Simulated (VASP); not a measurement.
# Cr (Fm-3m) in VASP: notebook, part 2 of 2

VASP 6.6.1. Earlier steps stand in the parts before.

## 5. Single point, PBE, non-collinear spin, zero start, spin-orbit coupling

This run uses another cell than the first one, of 11.90 Å³/atom, 0.893 times its volume.

INCAR

```
  ALGO = Normal
  EDIFF = 1E-6
  ENCUT = 520
  GGA = PE
  GGA_COMPAT = F
  ISIF = 2
  ISMEAR = -1
  LASPH = T
  LCHARG = F
  LMAXMIX = 4
  LORBIT = 11
  LORBMOM = T
  LREAL = F
  LSORBIT = T
  LWAVE = F
  MAGMOM = 0 0 0
  NBANDS = 23
  NELM = 150
  PREC = Accurate
  SIGMA = 0.1
```

KPOINTS

```
k-points
0
Gamma
  15 15 15
```

POSCAR

```
Cr
1.0
    0.0000000000      1.8122410358      1.8122410358
    1.8122410358      0.0000000000      1.8122410358
    1.8122410358      1.8122410358      0.0000000000
Cr
1
Direct
    0.0000000000      0.0000000000      0.0000000000
```

Command:

```sh
cat potpaw_PBE.64/Cr_pv/POTCAR > POTCAR
mpirun -np 1 vasp_ncl > vasp.out
```

Run time: 62 s. Hardware: 1 thread of Intel Xeon 6975P-C, shared host; peak memory 0.19 GiB.

The run converged. Its results:

* Free energy: -9.1643 eV
* Pressure: -0.4 GPa
* Net moment: 0.00 μB per cell
* Valence electrons inside the program's atomic spheres: Cr 11.01

Moments on the atoms (μB; x, y, z):
```
Cr  0.00 0.00 0.00
```

## 6. Single point, PBE, collinear spin, ferromagnetic start

This run uses another cell than the first one, of 11.88 Å³/atom, 0.891 times its volume.

INCAR

```
  PREC = Accurate
  ENCUT = 520
  EDIFF = 1E-6
  ISMEAR = -1
  SIGMA = 0.1
  LREAL = False
  LASPH = True
  NELM = 150
  ALGO = Normal
  ISIF = 2
  LWAVE = False
  LCHARG = False
  ISPIN = 2
  MAGMOM = 1.5
  LORBIT = 11
  LMAXMIX = 4
  GGA = PE
  NBANDS = 16
```

KPOINTS

```
regular mesh
0
Gamma
  8 8 8
```

POSCAR

```
Cr
1.0
    0.0000000000      1.8112104538      1.8112104538
    1.8112104538      0.0000000000      1.8112104538
    1.8112104538      1.8112104538      0.0000000000
Cr
1
Direct
    0.0000000000      0.0000000000      0.0000000000
```

Potentials or basis: VASP PAW PBE potentials, release 64 (Cr_pv).

Command:

```sh
cat potpaw_PBE.64/Cr_pv/POTCAR > POTCAR
mpirun -np 1 vasp_std > vasp.out
```

OUTCAR:

```text
PREC = Accurate
   ENCUT = 520
   EDIFF = 1E-6
   ISMEAR = -1
   LREAL = False
   LASPH = True
   NELM = 150
   ISIF = 2
   ISPIN = 2
   LORBIT = 11
   GGA = PE

 ion  position               nearest neighbor table
   1  0.000  0.000  0.000-

  LATTYP: Found a face centered cubic cell.
 ALAT       =     3.6224209076

  Lattice vectors:

 A1 = (   0.0000000000,   1.8112104538,   1.8112104538)
 A2 = (   1.8112104538,   0.0000000000,   1.8112104538)
 A3 = (   1.8112104538,   1.8112104538,   0.0000000000)

Analysis of symmetry for initial positions (statically):
=====================================================================
 Subroutine PRICEL returns:
 Original cell was already a primitive cell.

 Routine SETGRP: Setting up the symmetry group for a
 face centered cubic supercell.

 Subroutine GETGRP returns: Found 48 space group operations
[... 9 lines left out ...]

 Routine SETGRP: Setting up the symmetry group for a
 face centered cubic supercell.

 Subroutine GETGRP returns: Found 48 space group operations
 (whereof 48 operations were pure point group operations)
 out of a pool of 48 trial point group operations.

The dynamic configuration has the point symmetry O_h .

Analysis of structural, dynamic, and magnetic symmetry:
=====================================================================
 Subroutine PRICEL returns:
 Original cell was already a primitive cell.

 Routine SETGRP: Setting up the symmetry group for a
 face centered cubic supercell.

 Subroutine GETGRP returns: Found 48 space group operations
 (whereof 48 operations were pure point group operations)
 out of a pool of 48 trial point group operations.

The overall configuration has the point symmetry O_h .

 Subroutine INISYM returns: Found 48 space group operations
[... 5 lines left out ...]
                                     Primitive cell

  volume of cell :      11.8833

  direct lattice vectors                    reciprocal lattice vectors
     0.000000000  1.811210454  1.811210454    -0.276058477  0.276058477  0.276058477
[... 110 lines left out ...]
   LHFCALC =     F    Hartree Fock is set to
   AEXX    =    0.0000 exact exchange contribution
   IVDW    =     0    specifies the selected vdW correction
   LEPSILON=     F    determine dielectric tensor
   LRPA    =     F    only Hartree local field effects (RPA)
 spin polarized calculation
  energy-cutoff  :      520.00
  volume of cell :       11.88
 maximum number of plane-waves:       332
   NGX =  9   NGY =  9   NGZ =  9

 number of electron      12.0000010 magnetization       0.0006242

 number of electron      12.0000010 magnetization      -0.0000011

 Free energy of the ion-electron system (eV)
  ---------------------------------------------------
  ext. energy  EPLUGINS =         0.00000000
  ---------------------------------------------------
  free energy    TOTEN  =        -9.15357293 eV

  energy without entropy =       -9.09069596  energy(sigma->0) =       -9.12213445

 E-fermi :  10.2722     XC(G=0): -13.5001

 val. band max:       10.2329417929   @ k =   0.2500   0.1250   0.0000
 cond. band min:      10.3658614737   @ k =   0.3750   0.1250   0.0000
 fundamental gap:      0.1329196808
 Fermi energy:        10.2721639782

 spin component 1

 k-point     1 :       0.0000    0.0000    0.0000
  band No.  band energies     occupation
      1     -32.0824      1.00000
      2     -32.0824      1.00000
      3     -32.0824      1.00000
      4       2.8261      1.00000
      5       9.8720      0.98205
      6       9.8720      0.98205
[... 435 lines left out ...]
      5       8.4091      1.00000
      6       9.5556      0.99923
[... 8 lines left out ...]
     15      39.3131      0.00000
     16      44.5207      0.00000

 [... further k-points ...]

 spin component 2

 k-point     1 :       0.0000    0.0000    0.0000
  band No.  band energies     occupation
      1     -32.0824      1.00000
      2     -32.0824      1.00000
      3     -32.0824      1.00000
      4       2.8261      1.00000
      5       9.8720      0.98205
      6       9.8720      0.98205
[... 435 lines left out ...]
      5       8.4091      1.00000
      6       9.5556      0.99923
[... 8 lines left out ...]
     15      39.3131      0.00000
     16      44.5208      0.00000

 [... further k-points ...]
[... 5 lines left out ...]
  --------------------------------------------------------------------------------------
  -------------------------------------------------------------------------------------
  Total        0.0500719      0.0500719      0.0500719     -0.0000000      0.0000000     -0.0000000
  in kB        6.7510023      6.7510023      6.7510023     -0.0000000      0.0000000     -0.0000000
  external PRESSURE =       6.7510023 kB  Pullay stress =       0.0000000 kB

 VOLUME and BASIS-vectors are now :
 -----------------------------------------------------------------------------
  energy-cutoff  :      520.00
  volume of cell :       11.88
      direct lattice vectors                 reciprocal lattice vectors
     0.000000000  1.811210454  1.811210454    -0.276058477  0.276058477  0.276058477
     1.811210454  0.000000000  1.811210454     0.276058477 -0.276058477  0.276058477
     1.811210454  1.811210454  0.000000000     0.276058477  0.276058477 -0.276058477

 POSITION                                       TOTAL-FORCE (eV/Angst)
 -----------------------------------------------------------------------------------
      0.00000      0.00000      0.00000         0.000000      0.000000      0.000000
 -----------------------------------------------------------------------------------
    total drift:                                0.000000     -0.000000      0.000000

  FREE ENERGIE OF THE ION-ELECTRON SYSTEM (eV)
  ---------------------------------------------------
  free  energy   TOTEN  =        -9.1535729329 eV

  energy  without entropy=       -9.0906959619  energy(sigma->0) =       -9.12213445

 total charge

# of ion       s       p       d       tot
------------------------------------------
    1        0.444   6.382   4.181  11.007

 magnetization (x)

# of ion       s       p       d       tot
------------------------------------------
    1        0.000  -0.000   0.000   0.000
```

Wall time 15 s (1 thread of Intel Xeon 6975P-C, shared host); peak memory 0.13 GiB.

Results:

```
Free energy                                           : -9.1536 eV
Pressure                                              : 0.7 GPa
Band gap on the k mesh                                : zero (filled and empty bands overlap)
Net moment                                            : 0.00 μB per cell
Valence electrons inside the program's atomic spheres : Cr 11.01
```

Levels at points of the mesh, in eV from the Fermi level:
Spin up:
```csv
k point,band 2,band 3,band 4,band 5,band 6,band 7,band 8,band 9,band 10,band 11
"(0.00, 0.00, 0.00)",-42.35,-42.35,-7.45,-0.40,-0.40,-0.40,1.35,1.35,7.51,19.86
"(0.50, 0.00, 0.00)",-42.46,-42.46,-3.86,-0.52,-0.52,0.88,2.55,2.55,7.50,9.40
"(0.50, 0.50, 0.00)",-42.65,-42.65,-4.06,-3.23,2.52,2.86,2.86,3.76,7.51,12.39
```
Spin down:
```tsv
k point	band 3	band 4	band 5	band 6	band 7	band 8	band 9	band 10
(0.00, 0.00, 0.00)	-42.35	-7.45	-0.40	-0.40	-0.40	1.35	1.35	7.51
(0.50, 0.00, 0.00)	-42.46	-3.86	-0.52	-0.52	0.88	2.55	2.55	7.50
(0.50, 0.50, 0.00)	-42.65	-4.06	-3.23	2.52	2.86	2.86	3.76	7.51
```

Caveat: the k points lie up to 0.38 Å⁻¹ apart; the starting moments collapsed, and a magnetic state may lie lower.

## 7. Summary

| task | spin | cell | k mesh | cutoff (eV) | gap on the mesh (eV) | pressure (GPa) |
| --- | --- | --- | --- | --- | --- | --- |
| single point | off | a = 2.662 Å, angles 60.0°, 1 atom | 17 × 17 × 17 | 520 | none | -21.4 |
| relaxation of cell and atoms | off | relaxed from a = 2.569 Å, angles 60.0°, 1 atom | 15 × 15 × 15 | 600 | none | 0.0 |
| single point | off | a = 2.563 Å, angles 60.0°, 1 atom | 24 × 24 × 24 | 520 | none | -0.5 |
| single point | non-collinear, zero start, SOC | a = 2.563 Å, angles 60.0°, 1 atom | 15 × 15 × 15 | 520 | - | -0.4 |

Alike in all rows: level PBE; potentials or basis VASP PAW PBE potentials, release 64 (Cr_pv); smearing fermi-dirac 0.1 eV.

Total energies depend on the potentials used, so only differences within one code and one set of settings carry meaning.
